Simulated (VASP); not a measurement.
# LaOs3 (Pm-3m) in VASP: further runs

Runs on LaOs3. Level: PBE. Tasks: single point.

All numbers are computed with VASP 6.6.1; they aren't measurements. Logs are shortened: lines on timing, memory, paths and dates and some standing lists are left out, and cuts for length are marked.

## (1) The cell of the first run

The structure is cubic, space group Pm-3m (No. 221). The conventional cell has a = 4.119 Å, b = 4.119 Å, c = 4.119 Å, α = 90.00°, β = 90.00°, γ = 90.00°. Within 3.8 Å of La (site symmetry m-3m) lie 12 Os at 2.91 Å. Within 3.8 Å of Os (site symmetry 4/mmm) lie 4 La at 2.91 Å and 8 Os at 2.91 Å.

## (2) Single point, PBE (17.47 Å³/atom)

The input, INCAR:

```
SYSTEM = LaOs3
PREC     = Accurate       ! precision mode
ENCUT    = 520            ! plane-wave cutoff, eV
EDIFF    = 1E-6           ! SCF threshold, eV
ISMEAR   = 0              ! smearing method
SIGMA    = 0.05           ! smearing width, eV
LREAL    = .False.        ! projectors in reciprocal space
LASPH    = .True.         ! aspherical terms in the spheres
NELM     = 60             ! most SCF steps
ALGO     = Normal         ! electronic algorithm
ISIF     = 2              ! what is computed and relaxed
LWAVE    = .False.        ! write WAVECAR
LCHARG   = .False.        ! write CHGCAR
GGA      = PE             ! functional
NBANDS   = 26             ! bands
```

The input, KPOINTS:

```
regular mesh
0
Gamma
  8 8 8
  0 0 0
```

The input, POSCAR:

```
LaOs3
1.0
    4.1192400092      0.0000000000      0.0000000000
    0.0000000000      4.1192400092      0.0000000000
    0.0000000000      0.0000000000      4.1192400092
La Os
1 3
Direct
    0.0000000000      0.0000000000      0.0000000000
    0.0000000000      0.5000000000      0.5000000000
    0.5000000000      0.5000000000      0.0000000000
    0.5000000000      0.0000000000      0.5000000000
```

Potentials or basis: VASP PAW PBE potentials, release 64 (La, Os).

The run is started by

```console
$ cat potpaw_PBE.64/La/POTCAR potpaw_PBE.64/Os/POTCAR > POTCAR
$ mpirun -np 1 vasp_std > vasp.out
```

OUTCAR:

```text
SYSTEM = LaOs3
   PREC = Accurate
   ENCUT = 520
   EDIFF = 1E-6
   ISMEAR = 0
   LREAL = .False.
   LASPH = .True.
   NELM = 60
   ISIF = 2
   GGA = PE

 ion  position               nearest neighbor table
   1  0.000  0.000  0.000-   2 2.91   3 2.91   4 2.91   2 2.91   4 2.91   2 2.91   3 2.91   2 2.91
                             3 2.91   4 2.91   4 2.91   3 2.91
   2  0.000  0.500  0.500-   1 2.91   3 2.91   4 2.91   1 2.91   3 2.91   1 2.91   4 2.91   1 2.91
                             3 2.91   4 2.91   3 2.91   4 2.91
   3  0.500  0.500  0.000-   1 2.91   2 2.91   4 2.91   2 2.91   4 2.91   1 2.91   4 2.91   4 2.91
                             1 2.91   2 2.91   2 2.91   1 2.91
   4  0.500  0.000  0.500-   1 2.91   2 2.91   3 2.91   1 2.91   3 2.91   2 2.91   3 2.91   3 2.91
                             1 2.91   2 2.91   1 2.91   2 2.91

  LATTYP: Found a simple cubic cell.
 ALAT       =     4.1192400092

  Lattice vectors:

 A1 = (   4.1192400092,   0.0000000000,   0.0000000000)
 A2 = (   0.0000000000,   4.1192400092,   0.0000000000)
 A3 = (   0.0000000000,   0.0000000000,   4.1192400092)

Analysis of symmetry for initial positions (statically):
=====================================================================
 Subroutine PRICEL returns:
 Original cell was already a primitive cell.

 Routine SETGRP: Setting up the symmetry group for a
 simple cubic supercell.

 Subroutine GETGRP returns: Found 48 space group operations
 (whereof 48 operations were pure point group operations)
 out of a pool of 48 trial point group operations.

The static configuration has the point symmetry O_h .

Analysis of symmetry for dynamics (positions and initial velocities):
=====================================================================
 Subroutine PRICEL returns:
 Original cell was already a primitive cell.

 Routine SETGRP: Setting up the symmetry group for a
 simple cubic supercell.

 Subroutine GETGRP returns: Found 48 space group operations
 (whereof 48 operations were pure point group operations)
 out of a pool of 48 trial point group operations.

The dynamic configuration has the point symmetry O_h .

 Subroutine INISYM returns: Found 48 space group operations
 (whereof 48 operations are pure point group operations),
 and found     1 'primitive' translations

----------------------------------------------------------------------------------------

                                     Primitive cell

  volume of cell :      69.8958

  direct lattice vectors                    reciprocal lattice vectors
     4.119240009  0.000000000  0.000000000     0.242763228  0.000000000  0.000000000
     0.000000000  4.119240009  0.000000000     0.000000000  0.242763228  0.000000000
     0.000000000  0.000000000  4.119240009     0.000000000  0.000000000  0.242763228

  length of vectors
     4.119240009  4.119240009  4.119240009     0.242763228  0.242763228  0.242763228

  position of ions in fractional coordinates (direct lattice)
     0.000000000  0.000000000  0.000000000
     0.000000000  0.500000000  0.500000000
     0.500000000  0.500000000  0.000000000
     0.500000000  0.000000000  0.500000000

  ion indices of the primitive-cell ions
   primitive index   ion index
                 1           1
                 2           2
                 3           3
                 4           4

----------------------------------------------------------------------------------------

 KPOINTS: regular mesh

Automatic generation of k-mesh.
 Grid dimensions read from file:
 generate k-points for:    8    8    8

 Generating k-lattice:

  Cartesian coordinates                     Fractional coordinates (reciprocal lattice)
     0.030345403  0.000000000  0.000000000     0.125000000  0.000000000  0.000000000
     0.000000000  0.030345403  0.000000000     0.000000000  0.125000000  0.000000000
     0.000000000  0.000000000  0.030345403     0.000000000  0.000000000  0.125000000

  Length of vectors
     0.030345403  0.030345403  0.030345403

  Shift w.r.t. Gamma in fractional coordinates (k-lattice)
     0.000000000  0.000000000  0.000000000

 Subroutine IBZKPT returns following result:
 ===========================================

 Found     35 irreducible k-points:

 Following reciprocal coordinates:
            Coordinates               Weight
  0.000000  0.000000  0.000000      1.000000
  0.125000  0.000000  0.000000      6.000000
  0.250000  0.000000  0.000000      6.000000
  0.375000  0.000000  0.000000      6.000000
  0.500000  0.000000  0.000000      3.000000
  0.125000  0.125000  0.000000     12.000000
[... 16 lines left out ...]
  0.375000  0.375000  0.125000     24.000000
  0.500000  0.375000  0.125000     24.000000
 [... further k-points ...]
   k-points           NKPTS =     35   k-points in BZ     NKDIM =     35   number of bands    NBANDS=     26
   number of dos      NEDOS =    301   number of ions     NIONS =      4
   total plane-waves  NPLWV =  32768
   dimension x,y,z NGX =    32 NGY =   32 NGZ =   32
   dimension x,y,z NGXF=    64 NGYF=   64 NGZF=   64
   ions per type =               1   3
   NGX,Y,Z   is equivalent  to a cutoff of  12.91, 12.91, 12.91 a.u.
   NGXF,Y,Z  is equivalent  to a cutoff of  25.83, 25.83, 25.83 a.u.
 SYSTEM =  LaOs3
   PREC   = accura    normal or accurate (medium, high low for compatibility)
   ISTART =      0    job   : 0-new  1-cont  2-samecut
   ICHARG =      2    charge: 1-file 2-atom 10-const
   ISPIN  =      1    spin polarized calculation?
   LNONCOLLINEAR =      F non collinear calculations
   LSORBIT =      F    spin-orbit coupling
   LASPH  =      T    aspherical Exc in radial PAW
   ENCUT  =  520.0 eV  38.22 Ry    6.18 a.u.   7.66  7.66  7.66*2*pi/ulx,y,z
   NELM   =     60;   NELMIN=  2; NELMDL= -5     # of ELM steps
   EDIFF  = 0.1E-05   stopping-criterion for ELM
   LREAL  =      F    real-space projection
   EDIFFG = 0.1E-04   stopping-criterion for IOM
   NSW    =      0    number of steps for IOM
   IBRION =     -1    ionic relax: 0-MD 1-quasi-New 2-CG
   NFREE  =      0    steps in history (QN), initial steepest desc. (CG)
   ISIF   =      2    stress and relaxation
   ISYM   =      2    0-nonsym 1-usesym 2-fastsym
   POTIM  = 0.5000    time-step for ionic-motion
   TEBEG  =    0.0;   TEEND  =   0.0 temperature during run
   PSTRESS=    0.0 pullay stress
   NELECT =      35.0000    total number of electrons
   NUPDOWN=      -1.0000    fix difference up-down
   EMIN   =  10.00;   EMAX   =-10.00  energy-range for DOS
   EFERMI =   0.00;   METHOD = LEGACY
   ISMEAR =     0;   SIGMA  =   0.05  broadening in eV -4-tet -1-fermi 0-gaus
   EFERMI_NEDOS =   21; number of points for ismear=-14 and -15
   IALGO  =     38    algorithm
   IMIX   =      4    mixing-type and parameters
     AMIX     =   0.40;   BMIX     =  1.00
     AMIX_MAG =   1.60;   BMIX_MAG =  1.00
  volume/ion in A,a.u.               =      17.47       117.92
  Fermi-wavevector in a.u.,A,eV,Ry     =   1.300011  2.456665 22.994241  1.690029
  Thomas-Fermi vector in A             =   2.431238
   LORBIT       =      0    0 simple, 1 ext, 2 COOP (PROOUT), +10 PAW based schemes
   GGA     = PE    functional components
   LHFCALC =     F    Hartree Fock is set to
   AEXX    =    0.0000 exact exchange contribution
   IVDW    =     0    specifies the selected vdW correction
   LEPSILON=     F    determine dielectric tensor
   LRPA    =     F    only Hartree local field effects (RPA)
 non-spin polarized calculation
 Gauss-broadening in eV      SIGMA  =   0.05
  energy-cutoff  :      520.00
  volume of cell :       69.90
 maximum number of plane-waves:      1924
 NGX is ok and might be reduce to    32
   NGX = 15   NGY = 15   NGZ = 15

 number of electron      35.0000002 magnetization

 Free energy of the ion-electron system (eV)
  ---------------------------------------------------
  ext. energy  EPLUGINS =         0.00000000
  ---------------------------------------------------
  free energy    TOTEN  =       -35.48352135 eV

  energy without entropy =      -35.47826559  energy(sigma->0) =      -35.48089347

 E-fermi :   8.7742     XC(G=0): -12.8191

 val. band max:        8.7494100422   @ k =   0.5000   0.1250   0.0000
 cond. band min:       8.7776860013   @ k =   0.3750   0.3750   0.2500
 fundamental gap:      0.0282759591
 Fermi energy:         8.7742207426

 k-point     1 :       0.0000    0.0000    0.0000
  band No.  band energies     occupation
      1     -21.3929      2.00000
      2      -5.4345      2.00000
      3      -5.4345      2.00000
      4      -5.4345      2.00000
      5       1.3853      2.00000
      6       3.5701      2.00000
[... 18 lines left out ...]
     25      13.3679      0.00000
     26      13.3684      0.00000

 k-point     2 :       0.1250    0.0000    0.0000
  band No.  band energies     occupation
      1     -21.3834      2.00000
      2      -5.5857      2.00000
      3      -5.4578      2.00000
      4      -5.4578      2.00000
      5       1.6305      2.00000
      6       3.7432      2.00000
[... 18 lines left out ...]
     25      13.4278      0.00000
     26      13.4278      0.00000

 k-point     3 :       0.2500    0.0000    0.0000
  band No.  band energies     occupation
      1     -21.3604      2.00000
      2      -5.9195      2.00000
      3      -5.5129      2.00000
      4      -5.5129      2.00000
      5       2.2724      2.00000
      6       4.2336      2.00000
[... 18 lines left out ...]
     25      13.7176      0.00000
     26      13.7176      0.00000

 k-point     4 :       0.3750    0.0000    0.0000
  band No.  band energies     occupation
      1     -21.3372      2.00000
      2      -6.2191      2.00000
      3      -5.5665      2.00000
      4      -5.5665      2.00000
      5       3.1072      2.00000
      6       4.8001      2.00000
[... 18 lines left out ...]
     25      13.8972      0.00000
     26      13.8974      0.00000
[... 496 lines left out ...]
      1     -21.3113      2.00000
      2      -6.1637      2.00000
      3      -5.8512      2.00000
      4      -5.6582      2.00000
      5       4.0106      2.00000
      6       4.9857      2.00000
[... 18 lines left out ...]
     25      13.7487      0.00000
     26      13.9190      0.00000

 k-point    23 :       0.3750    0.3750    0.1250
  band No.  band energies     occupation
      1     -21.3071      2.00000
      2      -6.0597      2.00000
      3      -5.9506      2.00000
      4      -5.6858      2.00000
      5       3.9861      2.00000
      6       4.8020      2.00000
[... 18 lines left out ...]
     25      13.7041      0.00000
     26      13.8827      0.00000

 k-point    24 :       0.5000    0.3750    0.1250
  band No.  band energies     occupation
      1     -21.3027      2.00000
      2      -6.0656      2.00000
      3      -5.9743      2.00000
      4      -5.6984      2.00000
      5       4.1784      2.00000
      6       4.8466      2.00000
[... 18 lines left out ...]
     25      13.6354      0.00000
     26      13.9473      0.00000

 [... further k-points ...]

------------------------ aborting loop because EDIFF is reached ----------------------------------------

  FORCE on cell =-STRESS in cart. coord.  units (eV):
  Direction    XX          YY          ZZ          XY          YZ          ZX
  --------------------------------------------------------------------------------------
  -------------------------------------------------------------------------------------
  Total        1.8001205      1.8001205      1.8001205      0.0000000      0.0000000     -0.0000000
  in kB       41.2630062     41.2630062     41.2630062      0.0000000      0.0000000     -0.0000000
  external PRESSURE =      41.2630062 kB  Pullay stress =       0.0000000 kB

 VOLUME and BASIS-vectors are now :
 -----------------------------------------------------------------------------
  energy-cutoff  :      520.00
  volume of cell :       69.90
      direct lattice vectors                 reciprocal lattice vectors
     4.119240009  0.000000000  0.000000000     0.242763228  0.000000000  0.000000000
     0.000000000  4.119240009  0.000000000     0.000000000  0.242763228  0.000000000
     0.000000000  0.000000000  4.119240009     0.000000000  0.000000000  0.242763228

 POSITION                                       TOTAL-FORCE (eV/Angst)
 -----------------------------------------------------------------------------------
      0.00000      0.00000      0.00000         0.000000      0.000000      0.000000
      0.00000      2.05962      2.05962         0.000000      0.000000      0.000000
      2.05962      2.05962      0.00000         0.000000      0.000000      0.000000
      2.05962      0.00000      2.05962         0.000000      0.000000      0.000000
 -----------------------------------------------------------------------------------
    total drift:                                0.000000     -0.000000     -0.000000

  FREE ENERGIE OF THE ION-ELECTRON SYSTEM (eV)
  ---------------------------------------------------
  free  energy   TOTEN  =       -35.4835213548 eV

  energy  without entropy=      -35.4782655863  energy(sigma->0) =      -35.48089347
```

It took 74 s on 1 thread of Intel Xeon Platinum 8259CL at 2.50GHz (Skylake/Cascade Lake), shared host; peak memory 0.22 GiB.

Results:

```yaml
Free_energy: -35.4835 eV
Pressure: 4.1 GPa
Band_gap_on_the_k_mesh: zero (an odd number of electrons rules out a gap without spin polarisation)
```

Levels at points of the mesh, in eV from the Fermi level:
```
           k point  band 15  band 16  band 17  band 18  band 19  band 20
(0.00, 0.00, 0.00)     0.86     0.86     2.17     2.66     2.66     2.66
(0.50, 0.00, 0.00)    -0.83    -0.66    -0.39     0.01     0.01     1.13
(0.50, 0.50, 0.00)    -0.71    -0.66    -0.44    -0.44    -0.31    -0.13
(0.50, 0.50, 0.50)    -0.53    -0.53    -0.25     2.18     2.18     2.18
```

Caveat: the cell stands under pressure; spin-orbit coupling is left out, which moves the levels of the heavy elements.

## (3) Single point, PBE (17.70 Å³/atom)

This run uses another cell than the first one, of 17.70 Å³/atom.

The input, INCAR:

```
SYSTEM = LaOs3
PREC = Accurate
ENCUT = 520
EDIFF = 1E-7
ISMEAR = 0
SIGMA = 0.05
LREAL = .False.
LASPH = .True.
NELM = 60
ALGO = Normal
ISIF = 2
LWAVE = .False.
LCHARG = .False.
GGA = PE
NBANDS = 26
```

The input, KPOINTS:

```
Automatic mesh
0
Gamma
  8 8 8
  0 0 0
```

The input, POSCAR:

```
LaOs3
1.0
    4.1365903737      0.0000000000      0.0000000000
    0.0000000000      4.1365903737      0.0000000000
    0.0000000000      0.0000000000      4.1365903737
La Os
1 3
Direct
    0.0000000000      0.0000000000      0.0000000000
    0.0000000000      0.5000000000      0.5000000000
    0.5000000000      0.5000000000      0.0000000000
    0.5000000000      0.0000000000      0.5000000000
```

Potentials or basis: VASP PAW PBE potentials, release 64 (La, Os).

The run is started by

```console
$ cat potpaw_PBE.64/La/POTCAR potpaw_PBE.64/Os/POTCAR > POTCAR
$ mpirun -np 1 vasp_std > vasp.out
```

Run time: 82 s. Hardware: 1 thread of Intel Xeon Platinum 8259CL at 2.50GHz (Skylake/Cascade Lake), shared host; peak memory 0.23 GiB.

The run converged. Its results:

- Free energy: -35.4998 eV
- Pressure: 1.6 GPa
- Band gap on the k mesh: zero (an odd number of electrons rules out a gap without spin polarisation)

Levels at points of the mesh, in eV from the Fermi level:
| k point | band 15 | band 16 | band 17 | band 18 | band 19 | band 20 |
| --- | --- | --- | --- | --- | --- | --- |
| (0.00, 0.00, 0.00) | 0.85 | 0.85 | 2.13 | 2.61 | 2.61 | 2.61 |
| (0.50, 0.00, 0.00) | -0.81 | -0.63 | -0.42 | 0.01 | 0.01 | 1.11 |
| (0.50, 0.50, 0.00) | -0.69 | -0.67 | -0.44 | -0.44 | -0.29 | -0.11 |
| (0.50, 0.50, 0.50) | -0.51 | -0.51 | -0.23 | 2.14 | 2.14 | 2.14 |

Caveat: spin-orbit coupling is left out, which moves the levels of the heavy elements.
